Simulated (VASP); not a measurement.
Set up this calculation in VASP 6.6.1, as the native input.

```yaml
Task: single point
Functional: r2SCAN
Potentials_or_basis: VASP PAW PBE potentials, release 64 (C, Si)
Cutoff: 520 eV
k_mesh: 8 × 6 × 6
Occupations: gaussian, width 0.02 eV
Spin: no spin polarisation
Dipole_correction: no
Further_INCAR_settings: ALGO = Normal; EDIFF = 1e-06; NBANDS = 26
```

Crystal: SiC3.

```
C Si
1.0
     1.39507   -2.41633    0.00000
     0.00000    0.00000   -4.82875
     4.28987    2.47676    0.00000
C Si
6 2
Direct
  0.50000 0.91491 0.12591
  0.00000 0.92560 0.69979
  0.50000 0.45348 0.84201
  0.50000 0.58509 0.12591
  0.00000 0.57440 0.69979
  0.50000 0.04652 0.84201
  0.00000 0.47223 0.33229
  0.00000 0.02777 0.33229
```

These files were run (other wordings do the same):

POSCAR

```
SiC3
1.0
    1.3950698792     -2.4163319108      0.0000000000
    0.0000000000      0.0000000000     -4.8287531265
    4.2898692410      2.4767571611      0.0000000000
C Si
6 2
Direct
    0.5000000000      0.9149059639      0.1259075483
    0.0000000000      0.9256043796      0.6997913873
    0.5000000000      0.4534790219      0.8420132722
    0.5000000000      0.5850940361      0.1259075483
    0.0000000000      0.5743956204      0.6997913873
    0.5000000000      0.0465209781      0.8420132722
    0.0000000000      0.4722277746      0.3322877922
    0.0000000000      0.0277722254      0.3322877922
```

INCAR.step1

```
ALGO = Normal ; EDIFF = 1E-4
ENCUT = 520 ; GGA = PE
ISMEAR = 0 ; LASPH = True
LCHARG = False ; LREAL = False
LWAVE = True ; NBANDS = 26
NELM = 100 ; PREC = Accurate
SIGMA = 0.02
```

INCAR.step2

```
ALGO = Normal ; EDIFF = 1E-6
ENCUT = 520 ; ISIF = 2
ISMEAR = 0 ; ISTART = 1
LASPH = True ; LCHARG = False
LMIXTAU = True ; LREAL = False
LWAVE = False ; METAGGA = R2SCAN
NBANDS = 26 ; NELM = 100
PREC = Accurate ; SIGMA = 0.02
```

KPOINTS

```
k-points
0
Gamma
  8 6 6
```

Potentials or basis: VASP PAW PBE potentials, release 64 (C, Si).

Command:

```console
$ cat potpaw_PBE.64/C/POTCAR potpaw_PBE.64/Si/POTCAR > POTCAR
$ cp INCAR.step1 INCAR
$ mpirun -np 1 vasp_std > vasp.out
$ cp INCAR.step2 INCAR
$ mpirun -np 1 vasp_std > vasp.out
```

Results of the run:

The pressure is 0.1 GPa and the largest force is 0.070 eV/Å. The band gap on the k mesh is 0.31 eV (least direct gap 1.50 eV).

Caveat: semilocal functionals underestimate gaps, and a narrow one can read as zero; the PAW data sets were made with another functional, which shifts forces and pressure a little.

It took 8.4 min on 1 thread of Intel Xeon 8259CL, on a shared host, peak memory 0.25 GiB.
